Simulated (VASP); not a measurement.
# TiAl (Pm-3m) in VASP: notebook

TiAl is run at these levels: PBE; tasks: single point.

Everything below comes from runs of VASP 6.6.1. Logs are shortened: lines on timing, memory, paths and dates and some standing lists are left out, and cuts for length are marked.

## (1) The cell of the first run

It takes space group Pm-3m (No. 221, cubic). Conventional cell: a = 3.114 Å, b = 3.114 Å, c = 3.114 Å, α = 90.00°, β = 90.00°, γ = 90.00°. Ti (site symmetry m-3m) has 8 Al at 2.70 Å and 6 Ti at 3.11 Å within 3.6 Å. Al (site symmetry m-3m) has 8 Ti at 2.70 Å and 6 Al at 3.11 Å within 3.6 Å.

## (2) Single point, PBE (volume scaled by 0.94)

File INCAR:

```
  ALGO = Fast
  EDIFF = 1E-6
  ENCUT = 520
  GGA = PE
  ISIF = 2
  ISMEAR = -1
  LASPH = True
  LCHARG = False
  LREAL = False
  LWAVE = False
  NBANDS = 14
  NELM = 100
  PREC = Accurate
  SIGMA = 0.05
```

File KPOINTS:

```
k-points
0
Gamma
  8 8 8
```

File POSCAR:

```
TiAl
1.0
    3.1141669331      0.0000000000      0.0000000000
    0.0000000000      3.1141669331      0.0000000000
    0.0000000000      0.0000000000      3.1141669331
Ti Al
1 1
Direct
    0.0000000000      0.0000000000      0.0000000000
    0.5000000000      0.5000000000      0.5000000000
```

Potentials or basis: VASP PAW PBE potentials, release 64 (Ti_sv, Al).

Command:

```
$ cat potpaw_PBE.64/Ti_sv/POTCAR potpaw_PBE.64/Al/POTCAR > POTCAR
$ mpirun -np 1 vasp_std > vasp.out
```

OUTCAR:

```text
EDIFF = 1E-6
   ENCUT = 520
   GGA = PE
   ISIF = 2
   ISMEAR = -1
   LASPH = True
   LREAL = False
   NELM = 100
   PREC = Accurate

 ion  position               nearest neighbor table
   1  0.000  0.000  0.000-   2 2.70   2 2.70   2 2.70   2 2.70   2 2.70   2 2.70   2 2.70   2 2.70

   2  0.500  0.500  0.500-   1 2.70   1 2.70   1 2.70   1 2.70   1 2.70   1 2.70   1 2.70   1 2.70

  LATTYP: Found a simple cubic cell.
 ALAT       =     3.1141669331

  Lattice vectors:

 A1 = (   3.1141669331,   0.0000000000,   0.0000000000)
 A2 = (   0.0000000000,   3.1141669331,   0.0000000000)
 A3 = (   0.0000000000,   0.0000000000,   3.1141669331)

Analysis of symmetry for initial positions (statically):
=====================================================================
 Subroutine PRICEL returns:
 Original cell was already a primitive cell.

 Routine SETGRP: Setting up the symmetry group for a
 simple cubic supercell.

 Subroutine GETGRP returns: Found 48 space group operations
 (whereof 48 operations were pure point group operations)
 out of a pool of 48 trial point group operations.

The static configuration has the point symmetry O_h .

Analysis of symmetry for dynamics (positions and initial velocities):
=====================================================================
 Subroutine PRICEL returns:
 Original cell was already a primitive cell.

 Routine SETGRP: Setting up the symmetry group for a
 simple cubic supercell.

 Subroutine GETGRP returns: Found 48 space group operations
 (whereof 48 operations were pure point group operations)
 out of a pool of 48 trial point group operations.

The dynamic configuration has the point symmetry O_h .

 Subroutine INISYM returns: Found 48 space group operations
 (whereof 48 operations are pure point group operations),
 and found     1 'primitive' translations

----------------------------------------------------------------------------------------

                                     Primitive cell

  volume of cell :      30.2013

  direct lattice vectors                    reciprocal lattice vectors
     3.114166933  0.000000000  0.000000000     0.321113165  0.000000000  0.000000000
     0.000000000  3.114166933  0.000000000     0.000000000  0.321113165  0.000000000
     0.000000000  0.000000000  3.114166933     0.000000000  0.000000000  0.321113165

  length of vectors
     3.114166933  3.114166933  3.114166933     0.321113165  0.321113165  0.321113165

  position of ions in fractional coordinates (direct lattice)
     0.000000000  0.000000000  0.000000000
     0.500000000  0.500000000  0.500000000

  ion indices of the primitive-cell ions
   primitive index   ion index
                 1           1
                 2           2

----------------------------------------------------------------------------------------

 KPOINTS: k-points

Automatic generation of k-mesh.
 Grid dimensions read from file:
 generate k-points for:    8    8    8

 Generating k-lattice:

  Cartesian coordinates                     Fractional coordinates (reciprocal lattice)
     0.040139146  0.000000000  0.000000000     0.125000000  0.000000000  0.000000000
     0.000000000  0.040139146  0.000000000     0.000000000  0.125000000  0.000000000
     0.000000000  0.000000000  0.040139146     0.000000000  0.000000000  0.125000000

  Length of vectors
     0.040139146  0.040139146  0.040139146

  Shift w.r.t. Gamma in fractional coordinates (k-lattice)
     0.000000000  0.000000000  0.000000000

 Subroutine IBZKPT returns following result:
 ===========================================

 Found     35 irreducible k-points:

 Following reciprocal coordinates:
            Coordinates               Weight
  0.000000  0.000000  0.000000      1.000000
  0.125000  0.000000  0.000000      6.000000
  0.250000  0.000000  0.000000      6.000000
  0.375000  0.000000  0.000000      6.000000
  0.500000  0.000000  0.000000      3.000000
  0.125000  0.125000  0.000000     12.000000
[... 16 lines left out ...]
  0.375000  0.375000  0.125000     24.000000
  0.500000  0.375000  0.125000     24.000000
 [... further k-points ...]
   k-points           NKPTS =     35   k-points in BZ     NKDIM =     35   number of bands    NBANDS=     14
   number of dos      NEDOS =    301   number of ions     NIONS =      2
   total plane-waves  NPLWV =  13824
   dimension x,y,z NGX =    24 NGY =   24 NGZ =   24
   dimension x,y,z NGXF=    48 NGYF=   48 NGZF=   48
   ions per type =               1   1
   NGX,Y,Z   is equivalent  to a cutoff of  12.81, 12.81, 12.81 a.u.
   NGXF,Y,Z  is equivalent  to a cutoff of  25.62, 25.62, 25.62 a.u.
 SYSTEM =  unknown system
   PREC   = accura    normal or accurate (medium, high low for compatibility)
   ISTART =      0    job   : 0-new  1-cont  2-samecut
   ICHARG =      2    charge: 1-file 2-atom 10-const
   ISPIN  =      1    spin polarized calculation?
   LNONCOLLINEAR =      F non collinear calculations
   LSORBIT =      F    spin-orbit coupling
   LASPH  =      T    aspherical Exc in radial PAW
   ENCUT  =  520.0 eV  38.22 Ry    6.18 a.u.   5.79  5.79  5.79*2*pi/ulx,y,z
   NELM   =    100;   NELMIN=  2; NELMDL= -5     # of ELM steps
   EDIFF  = 0.1E-05   stopping-criterion for ELM
   LREAL  =      F    real-space projection
   EDIFFG = 0.1E-04   stopping-criterion for IOM
   NSW    =      0    number of steps for IOM
   IBRION =     -1    ionic relax: 0-MD 1-quasi-New 2-CG
   NFREE  =      0    steps in history (QN), initial steepest desc. (CG)
   ISIF   =      2    stress and relaxation
   ISYM   =      2    0-nonsym 1-usesym 2-fastsym
   POTIM  = 0.5000    time-step for ionic-motion
   TEBEG  =    0.0;   TEEND  =   0.0 temperature during run
   PSTRESS=    0.0 pullay stress
   NELECT =      15.0000    total number of electrons
   NUPDOWN=      -1.0000    fix difference up-down
   EMIN   =  10.00;   EMAX   =-10.00  energy-range for DOS
   EFERMI =   0.00;   METHOD = LEGACY
   ISMEAR =    -1;   SIGMA  =   0.05  broadening in eV -4-tet -1-fermi 0-gaus
   EFERMI_NEDOS =   21; number of points for ismear=-14 and -15
   IALGO  =     68    algorithm
   IMIX   =      4    mixing-type and parameters
     AMIX     =   0.40;   BMIX     =  1.00
     AMIX_MAG =   1.60;   BMIX_MAG =  1.00
  volume/ion in A,a.u.               =      15.10       101.90
  Fermi-wavevector in a.u.,A,eV,Ry     =   1.296473  2.449978 22.869235  1.680841
  Thomas-Fermi vector in A             =   2.427927
   LORBIT       =      0    0 simple, 1 ext, 2 COOP (PROOUT), +10 PAW based schemes
   GGA     = PE    functional components
   LHFCALC =     F    Hartree Fock is set to
   AEXX    =    0.0000 exact exchange contribution
   IVDW    =     0    specifies the selected vdW correction
   LEPSILON=     F    determine dielectric tensor
   LRPA    =     F    only Hartree local field effects (RPA)
 non-spin polarized calculation
 RMM-DIIS sequential band-by-band and
  energy-cutoff  :      520.00
  volume of cell :       30.20
 maximum number of plane-waves:       840
 NGX is ok and might be reduce to    24
   NGX = 11   NGY = 11   NGZ = 11

 number of electron      14.9999999 magnetization

 Free energy of the ion-electron system (eV)
  ---------------------------------------------------
  ext. energy  EPLUGINS =         0.00000000
  ---------------------------------------------------
  free energy    TOTEN  =       -12.05844468 eV

  energy without entropy =      -12.03749502  energy(sigma->0) =      -12.04796985

 E-fermi :   9.4464     XC(G=0): -11.3551

 val. band max:        9.4067544234   @ k =   0.3750   0.1250   0.1250
 cond. band min:       9.4664082758   @ k =   0.5000   0.3750   0.2500
 fundamental gap:      0.0596538524
 Fermi energy:         9.4463930627

 k-point     1 :       0.0000    0.0000    0.0000
  band No.  band energies     occupation
      1     -47.3254      2.00000
      2     -23.5211      2.00000
      3     -23.5211      2.00000
      4     -23.5211      2.00000
      5      -0.1051      2.00000
      6       7.8549      2.00000
      7       7.8549      2.00000
      8      11.3951      0.00000
      9      11.3951      0.00000
     10      11.3951      0.00000
     11      14.1700      0.00000
     12      14.1700      0.00000
     13      14.1700      0.00000
     14      18.5998      0.00000

 k-point     2 :       0.1250    0.0000    0.0000
  band No.  band energies     occupation
      1     -47.3225      2.00000
      2     -23.5530      2.00000
      3     -23.5184      2.00000
      4     -23.5184      2.00000
      5       0.1567      2.00000
      6       7.7153      2.00000
      7       7.9743      2.00000
      8      10.9848      0.00000
      9      10.9848      0.00000
     10      11.4272      0.00000
     11      13.2951      0.00000
     12      14.7659      0.00000
     13      14.7659      0.00000
     14      18.2273      0.00000

 k-point     3 :       0.2500    0.0000    0.0000
  band No.  band energies     occupation
      1     -47.3156      2.00000
      2     -23.6294      2.00000
      3     -23.5116      2.00000
      4     -23.5116      2.00000
      5       0.9176      2.00000
      6       6.9619      2.00000
      7       8.2897      2.00000
      8      10.2990      0.00000
      9      10.2990      0.00000
     10      11.5059      0.00000
     11      12.4485      0.00000
     12      16.0336      0.00000
     13      16.0336      0.00000
     14      17.3225      0.00000
[... 324 lines left out ...]
 k-point    23 :       0.3750    0.3750    0.1250
  band No.  band energies     occupation
      1     -47.2897      2.00000
      2     -23.6771      2.00000
      3     -23.6737      2.00000
      4     -23.5178      2.00000
      5       3.7894      2.00000
      6       6.6829      2.00000
      7       7.2492      2.00000
      8       9.1091      1.99765
      9      10.2151      0.00000
     10      10.4352      0.00000
     11      12.6746      0.00000
     12      14.3743      0.00000
     13      15.7847      0.00000
     14      17.0953      0.00000

 k-point    24 :       0.5000    0.3750    0.1250
  band No.  band energies     occupation
      1     -47.2870      2.00000
      2     -23.7047      2.00000
      3     -23.6711      2.00000
      4     -23.5148      2.00000
      5       4.2468      2.00000
      6       6.3505      2.00000
      7       7.4111      2.00000
      8       8.8314      1.99999
      9      10.4112      0.00000
     10      10.4260      0.00000
     11      12.5317      0.00000
     12      14.5995      0.00000
     13      14.9389      0.00000
     14      17.3030      0.00000

 [... further k-points ...]
[... 5 lines left out ...]
  --------------------------------------------------------------------------------------
  -------------------------------------------------------------------------------------
  Total        1.6648131      1.6648131      1.6648131      0.0000000      0.0000000     -0.0000000
  in kB       88.3182372     88.3182372     88.3182372      0.0000000      0.0000000     -0.0000000
  external PRESSURE =      88.3182372 kB  Pullay stress =       0.0000000 kB

 VOLUME and BASIS-vectors are now :
 -----------------------------------------------------------------------------
  energy-cutoff  :      520.00
  volume of cell :       30.20
      direct lattice vectors                 reciprocal lattice vectors
     3.114166933  0.000000000  0.000000000     0.321113165  0.000000000  0.000000000
     0.000000000  3.114166933  0.000000000     0.000000000  0.321113165  0.000000000
     0.000000000  0.000000000  3.114166933     0.000000000  0.000000000  0.321113165

 POSITION                                       TOTAL-FORCE (eV/Angst)
 -----------------------------------------------------------------------------------
      0.00000      0.00000      0.00000         0.000000      0.000000      0.000000
      1.55708      1.55708      1.55708         0.000000      0.000000      0.000000
 -----------------------------------------------------------------------------------
    total drift:                                0.000000      0.000000      0.000000

  FREE ENERGIE OF THE ION-ELECTRON SYSTEM (eV)
  ---------------------------------------------------
  free  energy   TOTEN  =       -12.0584446790 eV

  energy  without entropy=      -12.0374950238  energy(sigma->0) =      -12.04796985
```

It took 7.7 s on 1 thread of Intel Xeon 6975P-C (Granite Rapids), shared host; peak memory 0.14 GiB.

What came out:

```
Free energy : -12.0584 eV
Pressure    : 8.8 GPa
```

## (3) Single point, PBE (volume scaled by 0.96)

File INCAR:

```
SYSTEM = TiAl
ALGO = Fast ; EDIFF = 1E-7
ENCUT = 520 ; GGA = PE
ISIF = 2 ; ISMEAR = -1
LASPH = .TRUE. ; LCHARG = .FALSE.
LREAL = .FALSE. ; LWAVE = .FALSE.
NBANDS = 14 ; NELM = 100
PREC = Accurate ; SIGMA = 0.05
```

File KPOINTS:

```
k-points
0
G
  8 8 8
  0 0 0
```

File POSCAR:

```
TiAl
1.0
    3.1360984087      0.0000000000      0.0000000000
    0.0000000000      3.1360984087      0.0000000000
    0.0000000000      0.0000000000      3.1360984087
Ti Al
1 1
Direct
    0.0000000000      0.0000000000      0.0000000000
    0.5000000000      0.5000000000      0.5000000000
```

Potentials or basis: VASP PAW PBE potentials, release 64 (Ti_sv, Al).

Command:

```
$ cat potpaw_PBE.64/Ti_sv/POTCAR potpaw_PBE.64/Al/POTCAR > POTCAR
$ mpirun -np 1 vasp_std > vasp.out
```

It took 10 s on 1 thread of Intel Xeon 6975P-C (Granite Rapids), shared host; peak memory 0.14 GiB.

It converged, with:

* Free energy: -12.0881 eV
* Pressure: 5.9 GPa

Levels at points of the mesh, in eV from the Fermi level:
| k point | band 5 | band 6 | band 7 | band 8 | band 9 | band 10 |
| --- | --- | --- | --- | --- | --- | --- |
| (0.00, 0.00, 0.00) | -9.46 | -1.54 | -1.54 | 1.90 | 1.90 | 1.90 |
| (0.50, 0.00, 0.00) | -6.10 | -5.31 | -0.59 | 0.16 | 0.16 | 2.12 |
| (0.50, 0.50, 0.00) | -5.13 | -2.12 | -2.12 | -1.52 | 0.73 | 0.73 |
| (0.50, 0.50, 0.50) | -3.22 | -3.22 | -3.22 | 0.87 | 2.95 | 2.95 |
